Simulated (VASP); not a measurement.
Here is a VASP 6.6.1 calculation.

INCAR

```
SYSTEM = Lu
PREC = Accurate
ENCUT = 520
EDIFF = 1E-6
ISMEAR = -1
SIGMA = 0.1
LREAL = .FALSE.
LASPH = .TRUE.
NELM = 60
ALGO = Normal
ISIF = 2
LWAVE = .FALSE.
LCHARG = .FALSE.
GGA = RP
NBANDS = 18
```

KPOINTS

```
regular mesh
0
G
  13 13 13
  0 0 0
```

The input POSCAR:

```
Lu
1.0
   -2.0582665961      2.0582665961      2.0582665961
    2.0582665961     -2.0582665961      2.0582665961
    2.0582665961      2.0582665961     -2.0582665961
Lu
1
Direct
    0.0000000000      0.0000000000      0.0000000000
```

Potentials or basis: VASP PAW PBE potentials, release 64 (Lu).

The run is started by

```bash
$ cat potpaw_PBE.64/Lu/POTCAR > POTCAR
$ mpirun -np 1 vasp_std > vasp.out
```

Question: What does it give for the pressure?

Answer: -3.8 GPa.

Caveat: the PAW data sets were made with another functional, which shifts forces and pressure a little.
